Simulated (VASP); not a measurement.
# NaBe16 (a cell with a defect) in VASP: single point with PBE+D3(BJ)

Aim: the single point of NaBe16 (a cell with a defect) with PBE+D3(BJ).

Program: VASP 6.6.1. These are calculated values, not measurements. Logs are shortened: lines on timing, memory, paths and dates and some standing lists are left out, and cuts for length are marked.

### 1 The cell of the first run

The cell holds a defect, 17 atoms: a = 4.580 Å, b = 3.966 Å, c = 7.177 Å, α = 90.00°, β = 90.00°, γ = 90.00°.

### 2 Single point, PBE+D3(BJ)

INCAR reads:

```
ALGO = Normal
EDIFF = 1E-7
ENCUT = 520
GGA = PE
ISIF = 2
ISMEAR = -1
IVDW = 12
LASPH = True
LCHARG = False
LREAL = Auto
LWAVE = False
NBANDS = 34
NELM = 100
PREC = Accurate
SIGMA = 0.15
```

KPOINTS reads:

```
k-points
0
Gamma
  3 3 2
```

POSCAR reads:

```
NaBe16
1.0
   -2.2900000000     -3.9663960000      0.0000000000
    3.4350000000     -1.9831980000      0.0000000000
    0.0000000000      0.0000000000      7.1768600000
Be Na
16 1
Direct
    0.5781044653      0.1519874858     -0.0346415947
    0.4041001401      0.4158358611      0.1842357963
    0.7751842448      0.5062115077      0.4297727687
    0.6808850737      0.3307033360      0.7111518037
    0.3261255691     -0.0867412359      0.1286167437
    0.2174267745      0.7321439076      0.3769580074
    0.5186743603     -0.2126222732      0.5922216944
    0.2549682747      1.0642121927      0.7400731474
    0.3932787294      0.6318616529     -0.1166729298
    0.0453766756      0.1980153296      0.2730135498
    0.3609356176      0.2719430437      0.4829738486
    0.1021623024      0.5447975230      0.6561472283
    0.0727040131      0.2086051732     -0.0323263276
    0.6361583014      1.0192179169      0.3190127804
   -0.0656130397      0.0318579134      0.5317502515
    0.8242324812      0.8579905131      0.7941588741
   -0.1407332837      0.6663875524      0.0950851579
```

Potentials or basis: VASP PAW PBE potentials, release 64 (Be, Na_pv).

On the command line:

```
cat potpaw_PBE.64/Be/POTCAR potpaw_PBE.64/Na_pv/POTCAR > POTCAR
mpirun -np 1 vasp_std > vasp.out
```

OUTCAR:

```text
EDIFF = 1E-7
   ENCUT = 520
   GGA = PE
   ISIF = 2
   ISMEAR = -1
   IVDW = 12
   LASPH = True
   LREAL = Auto
   NELM = 100
   PREC = Accurate
 IVDW          = 12

 ion  position               nearest neighbor table
   1  0.578  0.152  0.965-   5 1.90   4 2.01  16 2.03   2 2.05   9 2.16   8 2.22  13 2.28   9 2.31
                            13 2.33  17 2.50  17 2.59
   2  0.404  0.416  0.184-  10 1.96   5 2.04   1 2.05   6 2.05   5 2.06  14 2.13  11 2.23  13 2.32
                             9 2.32  17 2.40
   3  0.775  0.506  0.430-   7 2.00  10 2.07  15 2.15  11 2.15   4 2.18  14 2.18  12 2.21   6 2.25
                            14 2.28  15 2.33  17 2.51
   4  0.681  0.331  0.711-   1 2.01  16 2.07  15 2.10   7 2.14  12 2.14   9 2.17   3 2.18  11 2.21
                             8 2.23  16 2.27
   5  0.326  0.913  0.129-   1 1.90   6 1.99  10 2.00  13 2.01  14 2.01   2 2.04   2 2.06   9 2.11
                            17 2.36
   6  0.217  0.732  0.377-   5 1.99   2 2.05  15 2.08   7 2.08  11 2.08  10 2.14  12 2.20   3 2.25
                            14 2.27  11 2.37  10 2.38
   7  0.519  0.787  0.592-   8 1.95   3 2.00  16 2.03   6 2.08   4 2.14  15 2.18  12 2.19  11 2.20
                            14 2.23   9 2.25  11 2.31
   8  0.255  0.064  0.740-  13 1.92   7 1.95  11 2.08   9 2.10  15 2.10  12 2.12  16 2.17   1 2.22
                             4 2.23  12 2.26
   9  0.393  0.632  0.883-   8 2.10   5 2.11  12 2.13   1 2.16   4 2.17   7 2.25  16 2.26   1 2.31
                            13 2.31   2 2.32
  10  0.045  0.198  0.273-   2 1.96   5 2.00  14 2.03  15 2.03   3 2.07  11 2.11   6 2.14  13 2.20
                             6 2.38  17 2.41
  11  0.361  0.272  0.483-  14 1.99  12 2.03   8 2.08   6 2.08  10 2.11   3 2.15   7 2.20  15 2.20
                             4 2.21   2 2.23   7 2.31   6 2.37
  12  0.102  0.545  0.656-  11 2.03  16 2.04   8 2.12   9 2.13   4 2.14   7 2.19   6 2.20   3 2.21
                             8 2.26  15 2.26  15 2.35
  13  0.073  0.209  0.968-   8 1.92   5 2.01  16 2.19  10 2.20  17 2.26   1 2.28   9 2.31   2 2.32
                             1 2.33  17 2.53
  14  0.636  0.019  0.319-  11 1.99   5 2.01  10 2.03  15 2.05   2 2.13   3 2.18   7 2.23   6 2.27
                             3 2.28  17 2.36
  15  0.934  0.032  0.532-  10 2.03  14 2.05  16 2.07   6 2.08   8 2.10   4 2.10   3 2.15   7 2.18
                            11 2.20  12 2.26   3 2.33  12 2.35
  16  0.824  0.858  0.794-   7 2.03   1 2.03  12 2.04  15 2.07   4 2.07   8 2.17  13 2.19   9 2.26
                             4 2.27  17 2.30
  17  0.859  0.666  0.095-  13 2.26  16 2.30  14 2.36   5 2.36   2 2.40  10 2.41   1 2.50   3 2.51
                            13 2.53   1 2.59

  LATTYP: Found a simple orthorhombic cell.
 ALAT       =     3.9663962620
 B/A-ratio  =     1.1547004875
 C/A-ratio  =     1.8094157835

  Lattice vectors:

 A1 = (  -3.4350000000,   1.9831980000,   0.0000000000)
 A2 = (  -2.2900000000,  -3.9663960000,   0.0000000000)
 A3 = (   0.0000000000,   0.0000000000,   7.1768600000)
[... 155 lines left out ...]
   EMIN   =  10.00;   EMAX   =-10.00  energy-range for DOS
   EFERMI =   0.00;   METHOD = LEGACY
   ISMEAR =    -1;   SIGMA  =   0.15  broadening in eV -4-tet -1-fermi 0-gaus
   EFERMI_NEDOS =   21; number of points for ismear=-14 and -15
   IALGO  =     38    algorithm
   IMIX   =      4    mixing-type and parameters
     AMIX     =   0.40;   BMIX     =  1.00
     AMIX_MAG =   1.60;   BMIX_MAG =  1.00
  volume/ion in A,a.u.               =       7.67        51.75
  Fermi-wavevector in a.u.,A,eV,Ry     =   1.094875  2.069013 16.309988  1.198750
  Thomas-Fermi vector in A             =   2.231188
   LORBIT       =      0    0 simple, 1 ext, 2 COOP (PROOUT), +10 PAW based schemes
   GGA     = PE    functional components
   LHFCALC =     F    Hartree Fock is set to
   AEXX    =    0.0000 exact exchange contribution
   IVDW    =    12    specifies the selected vdW correction
   LEPSILON=     F    determine dielectric tensor
   LRPA    =     F    only Hartree local field effects (RPA)
 non-spin polarized calculation
  energy-cutoff  :      520.00
  volume of cell :      130.38
 maximum number of plane-waves:      3531
 NGX is ok and might be reduce to    36
   NGX = 17   NGY = 15   NGZ = 27

 number of electron      39.0000001 magnetization

 Free energy of the ion-electron system (eV)
  ---------------------------------------------------
  ext. energy  EPLUGINS =         0.00000000
  ---------------------------------------------------
  free energy    TOTEN  =       -54.72136636 eV

  energy without entropy =      -54.53706192  energy(sigma->0) =      -54.62921414

 E-fermi :   7.0431     XC(G=0): -10.7718

 val. band max:        6.9513714559   @ k =   0.0000   0.3333   0.0000
 cond. band min:       7.2463548339   @ k =   0.3333   0.0000   0.5000
 fundamental gap:      0.2949833780
 Fermi energy:         7.0430842199

 k-point     1 :       0.0000    0.0000    0.0000
  band No.  band energies     occupation
      1     -16.7784      2.00000
      2     -16.7192      2.00000
      3     -16.6875      2.00000
      4      -4.2012      2.00000
      5      -1.9684      2.00000
      6      -1.6499      2.00000
[... 329 lines left out ...]
     30      12.8007      0.00000
     31      13.3145      0.00000
 [bands above 31 left out]

------------------------ aborting loop because EDIFF is reached ----------------------------------------

 Edisp (eV)   -6.54146

 E8    (eV) :    -2.3455

  FORCE on cell =-STRESS in cart. coord.  units (eV):
  Direction    XX          YY          ZZ          XY          YZ          ZX
  --------------------------------------------------------------------------------------
  -------------------------------------------------------------------------------------
  Total      10.92133     6.76686    19.90528     4.69954    10.31872     5.24674
  in kB     134.21157    83.15760   244.61482    57.75242   126.80622    64.47693
  external pressure =      153.99 kB  Pullay stress =        0.00 kB

 VOLUME and BASIS-vectors are now :
 -----------------------------------------------------------------------------
  energy-cutoff  :      520.00
  volume of cell :      130.38
      direct lattice vectors                 reciprocal lattice vectors
    -2.290000000 -3.966396000  0.000000000    -0.109170306 -0.189088533  0.000000000
     3.435000000 -1.983198000  0.000000000     0.218340611 -0.126059022  0.000000000
     0.000000000  0.000000000  7.176860000     0.000000000  0.000000000  0.139336702

 POSITION                                       TOTAL-FORCE (eV/Angst)
 -----------------------------------------------------------------------------------
     -0.80178     -2.59441      6.92824         0.003916      0.015657     -0.025839
      0.50301     -2.42751      1.32223        -0.005098     -0.025833      0.012832
     -0.03634     -4.07861      3.08442        -0.015642     -0.001937      0.004251
     -0.42326     -3.35651      5.10384         0.008848     -0.020598      0.032087
      2.39022     -3.10472      0.92306        -0.010309     -0.024453      0.018803
      2.01701     -2.31439      2.70537        -0.005895     -0.029245     -0.001622
[... 9 lines left out ...]
      1.05971     -4.97080      5.69957        -0.012752      0.012031     -0.014679
      0.32132     -4.72977      0.68241        -0.010346      0.014400     -0.014043
 -----------------------------------------------------------------------------------
    total drift:                               -0.002217     -0.002029      0.001226

  FREE ENERGIE OF THE ION-ELECTRON SYSTEM (eV)
  ---------------------------------------------------
  free  energy   TOTEN  =       -61.2628231350 eV

  energy  without entropy=      -61.0785186882  energy(sigma->0) =      -61.17067091
```

stdout:

```text
POSCAR found type information on POSCAR BeNa
 POSCAR found :  2 types and      17 ions
 scaLAPACK will be used
 LDA part: xc-table for (Slater+PW92), standard interpolation
 POSCAR, INCAR and KPOINTS ok, starting setup
 FFT: planning ... GRIDC
 FFT: planning ... GRID_SOFT
 FFT: planning ... GRID
 WAVECAR not read
 entering main loop
```

Run time: 33 s. Hardware: 1 thread of Intel Xeon 6975P-C (Granite Rapids), shared host; peak memory 0.24 GiB.

What came out:

```
Free energy                : -61.2628 eV
Pressure                   : 15.4 GPa
Largest force              : 0.050 eV/Å
Band gap on the k mesh     : zero (an odd number of electrons rules out a gap without spin polarisation)
Dispersion energy per atom : -0.385 eV
```

Forces in eV/Å, atoms in the order of the input:
```
Be   0.004  0.016 -0.026
Be  -0.005 -0.026  0.013
Be  -0.016 -0.002  0.004
Be   0.009 -0.021  0.032
Be  -0.010 -0.024  0.019
Be  -0.006 -0.029 -0.002
Be  -0.024 -0.010 -0.002
Be  -0.003 -0.015  0.012
Be   0.000  0.014  0.027
Be   0.016 -0.024  0.040
Be   0.015  0.023 -0.035
Be  -0.004  0.021 -0.019
Be   0.013  0.005 -0.026
Be   0.007  0.039 -0.010
Be   0.028  0.007  0.000
Be  -0.013  0.012 -0.015
Na  -0.010  0.014 -0.014
```

Levels at points of the mesh, in eV from the Fermi level:
| k point | band 15 | band 16 | band 17 | band 18 | band 19 | band 20 | band 21 | band 22 | band 23 | band 24 |
| --- | --- | --- | --- | --- | --- | --- | --- | --- | --- | --- |
| (0.00, 0.00, 0.00) | -2.98 | -2.90 | -2.47 | -2.02 | -1.48 | -1.25 | 0.96 | 1.89 | 2.23 | 2.51 |
| (0.00, 0.00, 0.50) | -3.23 | -2.64 | -1.65 | -1.27 | -0.81 | -0.20 | 0.88 | 1.11 | 1.75 | 1.87 |

Caveat: the k points lie up to 0.53 Å⁻¹ apart, too coarse for converged energies and pressures of a metal.

The gap in the log of VASP goes by the Fermi energy; the results here count the filled bands.